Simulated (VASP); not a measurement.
# Ni in VASP: notebook, part 2 of 2

VASP 6.6.1. The steps go on from the part before.

**6. Single point, revPBE, collinear spin, ferromagnetic start (12.46 Å³/atom)**

File INCAR:

```
SYSTEM = Ni
PREC = Accurate
ENCUT = 520
EDIFF = 1E-6
ISMEAR = -1
SIGMA = 0.05
LREAL = .False.
LASPH = .True.
NELM = 150
ALGO = Normal
ISIF = 2
LWAVE = .False.
LCHARG = .False.
ISPIN = 2
MAGMOM = 0.685
LORBIT = 11
LMAXMIX = 4
GGA = RE
NBANDS = 15
```

File KPOINTS:

```
regular mesh
0
Gamma
  25 25 25
  0 0 0
```

File POSCAR:

```
Ni
1.0
    0.0000000000      1.8400469160      1.8400469160
    1.8400469160      0.0000000000      1.8400469160
    1.8400469160      1.8400469160      0.0000000000
Ni
1
Direct
    0.0000000000      0.0000000000      0.0000000000
```

Potentials or basis: VASP PAW PBE potentials, release 64 (Ni).

The run is started by

```
> cat potpaw_PBE.64/Ni/POTCAR > POTCAR
> mpirun -np 1 vasp_std > vasp.out
```

It took 64 s on 1 thread of Intel Xeon 6975P-C (Granite Rapids), shared host; peak memory 0.23 GiB.

It converged, with:

- Free energy: -4.9973 eV
- Pressure: -15.4 GPa
- Net moment: 0.67 μB per cell
- Site moments: Ni +0.70 μB
- Valence electrons inside the program's atomic spheres: Ni 9.10

Levels at points of the mesh, in eV from the Fermi level:
Spin up:
```tsv
k point	band 1	band 2	band 3	band 4	band 5	band 6	band 7	band 8	band 9	band 10
(0.00, 0.00, 0.00)	-8.10	-2.18	-2.18	-2.18	-1.19	-1.19	22.52	25.40	25.40	25.40
```
Spin down:
```tsv
k point	band 1	band 2	band 3	band 4	band 5	band 6	band 7	band 8	band 9	band 10
(0.00, 0.00, 0.00)	-8.18	-1.35	-1.35	-1.35	-0.56	-0.56	22.29	25.37	25.37	25.37
```

Caveat: the cell stands under tension; the PAW data sets were made with another functional, which shifts forces and pressure a little.

**7. Single point, revPBE, collinear spin, ferromagnetic start (10.62 Å³/atom)**

This run uses another cell than the first one, of 10.62 Å³/atom.

File INCAR:

```
SYSTEM = Ni
  PREC = Accurate
  ENCUT = 520
  EDIFF = 1E-6
  ISMEAR = -1
  SIGMA = 0.05
  LREAL = .False.
  LASPH = .True.
  NELM = 150
  ALGO = Normal
  ISIF = 2
  LWAVE = .False.
  LCHARG = .False.
  ISPIN = 2
  MAGMOM = 0.686 0.686
  LORBIT = 11
  LMAXMIX = 4
  GGA = RE
  NBANDS = 21
```

File KPOINTS:

```
regular mesh
0
Gamma
  20 20 15
  0 0 0
```

File POSCAR:

```
Ni
1.0
    2.4673615172      0.0000000000      0.0000000000
    0.0000000000      2.4673615172      0.0000000000
    0.0000000000      0.0000000000      3.4877984386
Ni
2
Direct
    0.0000000000      0.0000000000      0.0000000000
    0.5000000000      0.5000000000      0.5000000000
```

Potentials or basis: VASP PAW PBE potentials, release 64 (Ni).

The run is started by

```
> cat potpaw_PBE.64/Ni/POTCAR > POTCAR
> mpirun -np 1 vasp_std > vasp.out
```

OUTCAR:

```text
SYSTEM = Ni
   PREC = Accurate
   ENCUT = 520
   EDIFF = 1E-6
   ISMEAR = -1
   LREAL = .False.
   LASPH = .True.
   NELM = 150
   ISIF = 2
   ISPIN = 2
   LORBIT = 11
   GGA = RE

 ion  position               nearest neighbor table
   1  0.000  0.000  0.000-   2 2.47   2 2.47   2 2.47   2 2.47   2 2.47   2 2.47   2 2.47   2 2.47

   2  0.500  0.500  0.500-   1 2.47   1 2.47   1 2.47   1 2.47   1 2.47   1 2.47   1 2.47   1 2.47

  LATTYP: Found a simple tetragonal cell.
 ALAT       =     2.4673615172
 C/A-ratio  =     1.4135741416

  Lattice vectors:

[... 1398 lines left out ...]

 VOLUME and BASIS-vectors are now :
 -----------------------------------------------------------------------------
  energy-cutoff  :      520.00
  volume of cell :       21.23
      direct lattice vectors                 reciprocal lattice vectors
     2.467361517  0.000000000  0.000000000     0.405291236  0.000000000  0.000000000
     0.000000000  2.467361517  0.000000000     0.000000000  0.405291236  0.000000000
     0.000000000  0.000000000  3.487798439     0.000000000  0.000000000  0.286713816

 POSITION                                       TOTAL-FORCE (eV/Angst)
 -----------------------------------------------------------------------------------
      0.00000      0.00000      0.00000        -0.000000     -0.000000      0.000000
      1.23368      1.23368      1.74390         0.000000      0.000000      0.000000
 -----------------------------------------------------------------------------------
    total drift:                                0.000000     -0.000000     -0.000000

  FREE ENERGIE OF THE ION-ELECTRON SYSTEM (eV)
  ---------------------------------------------------
  free  energy   TOTEN  =       -10.1097278118 eV

  energy  without entropy=      -10.0824629727  energy(sigma->0) =      -10.09609539

 total charge

# of ion       s       p       d       tot
------------------------------------------
    1        0.507   0.520   8.323   9.350
    2        0.507   0.520   8.323   9.350
--------------------------------------------------
tot          1.015   1.039  16.645  18.699

 magnetization (x)

# of ion       s       p       d       tot
------------------------------------------
    1       -0.007  -0.027   0.668   0.634
    2       -0.007  -0.027   0.668   0.634
--------------------------------------------------
tot         -0.014  -0.053   1.336   1.269
```

stdout:

```text
POSCAR found type information on POSCAR Ni
 POSCAR found :  1 types and       2 ions
 scaLAPACK will be used
 -----------------------------------------------------------------------------
|                                                                             |
|                                                                             |
|     You enforced a specific xc type in the INCAR file but a different       |
|     I HOPE YOU KNOW WHAT YOU ARE DOING!                                     |
|                                                                             |
 -----------------------------------------------------------------------------

 LDA part: xc-table for (Slater+PW92), standard interpolation
 POSCAR, INCAR and KPOINTS ok, starting setup
 FFT: planning ... GRIDC
 FFT: planning ... GRID_SOFT
 FFT: planning ... GRID
 WAVECAR not read
 entering main loop
```

It took 3.6 min on 1 thread of Intel Xeon Platinum 8488C (Sapphire Rapids), shared host; peak memory 0.4 GiB.

What came out:

```
Free energy                                           : -10.1097 eV
Pressure                                              : 9.6 GPa
Net moment                                            : 1.25 μB per cell
Site moments                                          : Ni +0.63 μB
Valence electrons inside the program's atomic spheres : Ni 9.35
```

Levels at points of the mesh, in eV from the Fermi level:
Spin up:
```
           k point  band 8  band 9  band 10  band 11  band 12  band 13  band 14  band 15
(0.00, 0.00, 0.00)   -1.29   -0.56    -0.48    -0.48     2.48     9.45    15.07    15.07
(0.50, 0.00, 0.00)   -1.74   -1.43    -1.43     1.00     1.00    11.73    11.73    13.17
(0.50, 0.50, 0.00)   -0.48   -0.48    -0.48     2.47     2.47     9.44     9.44    15.09
```
Spin down:
```csv
k point,band 6,band 7,band 8,band 9,band 10,band 11,band 12,band 13,band 14,band 15
"(0.00, 0.00, 0.00)",-1.74,-0.70,-0.70,0.06,0.40,0.40,2.42,9.69,15.06,15.06
"(0.50, 0.00, 0.00)",-2.31,-1.19,-1.19,-0.60,-0.60,1.57,1.57,11.91,11.91,13.28
"(0.50, 0.50, 0.00)",0.06,0.40,0.40,0.40,0.40,2.41,2.41,9.67,9.67,15.08
```

Caveat: the cell stands under pressure; the PAW data sets were made with another functional, which shifts forces and pressure a little.

**8. Summary**

| spin | cell | k mesh | gap on the mesh (eV) | pressure (GPa) | moment (μB) |
| --- | --- | --- | --- | --- | --- |
| collinear, ferromagnetic start | a = 2.433, b = 2.433, c = 3.439 Å, 2 atoms, atomic positions A | 20 × 20 × 15 | none | 20.3 | 1.23 |
| collinear, ferromagnetic start | a = 2.539 Å, angles 60.0°, 1 atom, atomic positions B | 25 × 25 × 25 | none | -6.4 | 0.64 |
| non-collinear, typed start, SOC | a = 2.506 Å, angles 60.0°, 1 atom, atomic positions B | 15 × 15 × 15 | - | 0.2 | 0.65 |
| collinear, ferromagnetic start | a = 2.571 Å, angles 60.0°, 1 atom, atomic positions B | 25 × 25 × 25 | none | -11.4 | 0.65 |
| collinear, ferromagnetic start | a = 2.602 Å, angles 60.0°, 1 atom, atomic positions B | 25 × 25 × 25 | none | -15.4 | 0.67 |
| collinear, ferromagnetic start | a = 2.467, b = 2.467, c = 3.488 Å, 2 atoms, atomic positions A | 20 × 20 × 15 | none | 9.6 | 1.25 |

Alike in all rows: task single point; level revPBE; potentials or basis VASP PAW PBE potentials, release 64 (Ni); cutoff (eV) 520; smearing fermi-dirac 0.05 eV.

Caveats: the PAW data sets were made with another functional, which shifts forces and pressure a little; the cell stands under tension (at least some runs); the cell stands under pressure (at least some runs).

Total energies depend on the potentials used, so only differences within one code and one set of settings carry meaning.
